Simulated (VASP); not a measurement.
Si5Mo, 6 atoms in the cell. The structure is hexagonal, space group P6/mmm (No. 191). The conventional cell has a = 5.067 Å, b = 5.067 Å, c = 4.263 Å, α = 90.00°, β = 90.00°, γ = 120.00°. Si (site symmetry mmm) has 2 Si at 1.46 Å within 2.0 Å. Si (site symmetry -6m2) has 3 Si at 1.46 Å within 2.0 Å. Within 4.4 Å of Mo (site symmetry 6/mmm) lie 24 Si at 3.31 to 3.62 Å and 2 Mo at 4.26 Å. The cell was generated, and may not be a known phase.

```yaml
Program: VASP 6.6.1
Task: single point
Functional: PBE
Potentials_or_basis: VASP PAW PBE potentials, release 64 (Si, Mo_sv)
Cutoff: 520 eV
k_mesh: 6 × 6 × 4
Occupations: gaussian, width 0.1 eV
Spin: no spin polarisation
Dipole_correction: no
Further_INCAR_settings: ALGO = Normal; EDIFF = 1e-06; NBANDS = 26
```

Potentials or basis: VASP PAW PBE potentials, release 64 (Si, Mo_sv).

Run with:

```sh
$ cat potpaw_PBE.64/Si/POTCAR potpaw_PBE.64/Mo_sv/POTCAR > POTCAR
$ mpirun -np 1 vasp_std > vasp.out
```

Hardware: 1 thread of Intel Xeon 8259CL (shared host).

How long does it take, and how much memory?

Wall time 69 s on 1 thread of Intel Xeon 8259CL, with other jobs on the host, peak memory 0.2 GiB. Counts: scf iterations 17, k points 21.
